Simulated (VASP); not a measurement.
# HfN in VASP: single point with PBE

Aim: the single point of HfN with PBE.

Program: VASP 6.6.1. These are calculated values, not measurements. Logs are shortened: lines on timing, memory, paths and dates and some standing lists are left out, and cuts for length are marked.

**1. The cell of the first run**

The cell holds a slab with vacuum, 10 atoms: a = 3.200 Å, b = 3.200 Å, c = 26.757 Å, α = 90.00°, β = 90.00°, γ = 120.00°.

**2. Single point, PBE**

INCAR

```
SYSTEM = HfN
PREC     = Accurate       ! precision mode
ENCUT    = 520            ! plane-wave cutoff, eV
EDIFF    = 1E-6           ! SCF threshold, eV
ISMEAR   = 0              ! smearing method
SIGMA    = 0.1            ! smearing width, eV
LREAL    = .FALSE.        ! projectors in reciprocal space
LASPH    = .TRUE.         ! aspherical terms in the spheres
NELM     = 100            ! most SCF steps
ALGO     = Normal         ! electronic algorithm
ISIF     = 2              ! what is computed and relaxed
LWAVE    = .FALSE.        ! write WAVECAR
LCHARG   = .TRUE.         ! write CHGCAR
LDIPOL   = .TRUE.       
IDIPOL   = 3            
DIPOL    = 0.5 0.5 0.500
GGA      = PE             ! functional
LELF     = .TRUE.         ! ELF
LVHAR    = .TRUE.       
LVACPOTAV= .TRUE.       
NBANDS   = 48             ! bands
```

KPOINTS

```
Automatic mesh
0
G
  12 12 1
  0 0 0
```

POSCAR

```
HfN
1.0
    3.1999394435      0.0000000000      0.0000000000
   -1.5999697218      2.7712288487      0.0000000000
    0.0000000000      0.0000000000     26.7573282667
N Hf
5 5
Direct
    0.3333333333      0.6666666667      0.2802970433
    0.0000000000      0.0000000000      0.3779428018
    0.6666666667      0.3333333333      0.4755885604
    0.3333333333      0.6666666667      0.5732343189
    0.0000000000      0.0000000000      0.6708800774
    0.6666666667      0.3333333333      0.3291199226
    0.3333333333      0.6666666667      0.4267656811
    0.0000000000      0.0000000000      0.5244114396
    0.6666666667      0.3333333333      0.6220571982
    0.3333333333      0.6666666667      0.7197029567
```

Potentials or basis: VASP PAW PBE potentials, release 64 (N, Hf_pv).

Command:

```bash
> cat potpaw_PBE.64/N/POTCAR potpaw_PBE.64/Hf_pv/POTCAR > POTCAR
> mpirun -np 1 vasp_std > vasp.out
```

OUTCAR:

```text
SYSTEM = HfN
   PREC = Accurate
   ENCUT = 520
   EDIFF = 1E-6
   ISMEAR = 0
   LREAL = .FALSE.
   LASPH = .TRUE.
   NELM = 100
   ISIF = 2
   GGA = PE

 ion  position               nearest neighbor table
   1  0.333  0.667  0.280-   6 2.26   6 2.26   6 2.26
   2  0.000  0.000  0.378-   6 2.26   6 2.26   6 2.26   7 2.26   7 2.26   7 2.26
   3  0.667  0.333  0.476-   8 2.26   8 2.26   8 2.26   7 2.26   7 2.26   7 2.26
   4  0.333  0.667  0.573-   9 2.26   8 2.26   9 2.26   8 2.26   8 2.26   9 2.26
   5  0.000  0.000  0.671-   9 2.26   9 2.26   9 2.26  10 2.26  10 2.26  10 2.26
   6  0.667  0.333  0.329-   2 2.26   2 2.26   2 2.26   1 2.26   1 2.26   1 2.26   7 3.20   7 3.20
                             7 3.20
   7  0.333  0.667  0.427-   3 2.26   2 2.26   3 2.26   2 2.26   2 2.26   3 2.26   6 3.20   8 3.20
                             6 3.20   8 3.20   8 3.20   6 3.20
   8  0.000  0.000  0.524-   3 2.26   3 2.26   3 2.26   4 2.26   4 2.26   4 2.26   7 3.20   7 3.20
                             7 3.20   9 3.20   9 3.20   9 3.20
   9  0.667  0.333  0.622-   5 2.26   5 2.26   5 2.26   4 2.26   4 2.26   4 2.26  10 3.20  10 3.20
                            10 3.20   8 3.20   8 3.20   8 3.20
  10  0.333  0.667  0.720-   5 2.26   5 2.26   5 2.26   9 3.20   9 3.20   9 3.20

  LATTYP: Found a hexagonal cell.
 ALAT       =     3.1999394435
 C/A-ratio  =     8.3618233217

  Lattice vectors:

 A1 = (   3.1999394435,   0.0000000000,   0.0000000000)
 A2 = (  -1.5999697218,   2.7712288487,   0.0000000000)
 A3 = (   0.0000000000,   0.0000000000,  26.7573282667)

Analysis of symmetry for initial positions (statically):
=====================================================================
 Subroutine PRICEL returns:
 Original cell was already a primitive cell.

 Routine SETGRP: Setting up the symmetry group for a
 hexagonal supercell.

 Subroutine GETGRP returns: Found  6 space group operations
 (whereof  6 operations were pure point group operations)
 out of a pool of 24 trial point group operations.

The static configuration has the point symmetry C_3v.

Analysis of symmetry for dynamics (positions and initial velocities):
=====================================================================
 Subroutine PRICEL returns:
 Original cell was already a primitive cell.

 Routine SETGRP: Setting up the symmetry group for a
 hexagonal supercell.

 Subroutine GETGRP returns: Found  6 space group operations
 (whereof  6 operations were pure point group operations)
[... 125 lines left out ...]
   EMIN   =  10.00;   EMAX   =-10.00  energy-range for DOS
   EFERMI =   0.00;   METHOD = LEGACY
   ISMEAR =     0;   SIGMA  =   0.10  broadening in eV -4-tet -1-fermi 0-gaus
   EFERMI_NEDOS =   21; number of points for ismear=-14 and -15
   IALGO  =     38    algorithm
   IMIX   =      4    mixing-type and parameters
     AMIX     =   0.40;   BMIX     =  1.00
     AMIX_MAG =   1.60;   BMIX_MAG =  1.00
  volume/ion in A,a.u.               =      23.73       160.12
  Fermi-wavevector in a.u.,A,eV,Ry     =   1.115175  2.107375 16.920408  1.243615
  Thomas-Fermi vector in A             =   2.251777
   LORBIT       =      0    0 simple, 1 ext, 2 COOP (PROOUT), +10 PAW based schemes
   GGA     = PE    functional components
   LHFCALC =     F    Hartree Fock is set to
   AEXX    =    0.0000 exact exchange contribution
   IVDW    =     0    specifies the selected vdW correction
   LEPSILON=     F    determine dielectric tensor
   LRPA    =     F    only Hartree local field effects (RPA)
 non-spin polarized calculation
 Gauss-broadening in eV      SIGMA  =   0.10
  energy-cutoff  :      520.00
  volume of cell :      237.28
 maximum number of plane-waves:      6450
 NGX is ok and might be reduce to    24
   NGX = 11   NGY = 11   NGZ = 99

 dipolmoment           0.000000      0.000000      0.053384 electrons x Angstroem

 number of electron      75.0000019 magnetization

 dipolmoment           0.000000      0.000000     -0.182984 electrons x Angstroem

 Free energy of the ion-electron system (eV)
  ---------------------------------------------------
  ext. energy  EPLUGINS =         0.00000000
  ---------------------------------------------------
  free energy    TOTEN  =      -103.98280766 eV

  energy without entropy =     -103.95460623  energy(sigma->0) =     -103.96870694

 E-fermi :   0.5621     XC(G=0):  -7.0316

 val. band max:        0.5592511694   @ k =   0.4167   0.0000   0.0000
 cond. band min:       0.6332974730   @ k =   0.3333   0.3333   0.0000
 fundamental gap:      0.0740463036
 Fermi energy:         0.5620735738

 k-point     1 :       0.0000    0.0000    0.0000
  band No.  band energies     occupation
      1     -31.4241      2.00000
      2     -31.1354      2.00000
      3     -30.8432      2.00000
      4     -30.6804      2.00000
      5     -30.6804      2.00000
      6     -30.6107      2.00000
[... 958 lines left out ...]
     47       4.5367      0.00000
     48       4.9478      0.00000

------------------------ aborting loop because EDIFF is reached ----------------------------------------

  FORCE on cell =-STRESS in cart. coord.  units (eV):
  Direction    XX          YY          ZZ          XY          YZ          ZX
  --------------------------------------------------------------------------------------
  -------------------------------------------------------------------------------------
  Total       -0.7786498     -0.7786498     -3.7776926      0.0000000      0.0000000      0.0000000
  in kB       -5.2577007     -5.2577007    -25.5082283      0.0000000      0.0000000      0.0000000
  external PRESSURE =     -12.0078766 kB  Pullay stress =       0.0000000 kB

 VOLUME and BASIS-vectors are now :
 -----------------------------------------------------------------------------
  energy-cutoff  :      520.00
  volume of cell :      237.28
      direct lattice vectors                 reciprocal lattice vectors
     3.199939443  0.000000000  0.000000000     0.312505914  0.180425373  0.000000000
    -1.599969722  2.771228849  0.000000000     0.000000000  0.360850747  0.000000000
     0.000000000  0.000000000 26.757328267     0.000000000  0.000000000  0.037372939

 POSITION                                       TOTAL-FORCE (eV/Angst)
 -----------------------------------------------------------------------------------
     -0.00000      1.84749      7.50000         0.000000     -0.000000      5.026301
      0.00000      0.00000     10.11274        -0.000000      0.000000      1.466021
      1.59997      0.92374     12.72548         0.000000     -0.000000     -0.039352
     -0.00000      1.84749     15.33822         0.000000     -0.000000     -0.006508
      0.00000      0.00000     17.95096         0.000000     -0.000000     -0.209273
      1.59997      0.92374      8.80637         0.000000      0.000000     -6.923246
     -0.00000      1.84749     11.41911        -0.000000      0.000000      0.490771
      0.00000      0.00000     14.03185         0.000000     -0.000000     -0.462411
      1.59997      0.92374     16.64459        -0.000000      0.000000      1.030943
     -0.00000      1.84749     19.25733        -0.000000      0.000000     -0.373246
 -----------------------------------------------------------------------------------
    total drift:                               -0.000000     -0.000000     -0.001579

  FREE ENERGIE OF THE ION-ELECTRON SYSTEM (eV)
  ---------------------------------------------------
  free  energy   TOTEN  =      -103.9828076589 eV

  energy  without entropy=     -103.9546062307  energy(sigma->0) =     -103.96870694

 vacuum level on the upper side and lower side of the slab         5.084         8.817
```

Run time: 6.9 min. Hardware: 1 thread of Intel Xeon 6975P-C (Granite Rapids), shared host; peak memory 0.42 GiB.

What came out:

| Property | Result |
| --- | --- |
| Free energy | -103.9828 eV |
| Largest force | 6.923 eV/Å |
| Band gap on the k mesh | zero (an odd number of electrons rules out a gap without spin polarisation) |

Forces on the atoms (eV/Å):
```
N    0.000  0.000  5.026
N    0.000  0.000  1.466
N    0.000  0.000 -0.039
N    0.000  0.000 -0.007
N    0.000  0.000 -0.209
Hf   0.000  0.000 -6.923
Hf   0.000  0.000  0.491
Hf   0.000  0.000 -0.462
Hf   0.000  0.000  1.031
Hf   0.000  0.000 -0.373
```

Caveat: spin-orbit coupling is left out, which moves the levels of the heavy elements; an odd number of electrons without spin polarisation forces a metal; a magnetic or distorted state may lie lower.

The gap in the log of VASP goes by the Fermi energy; the results here count the filled bands.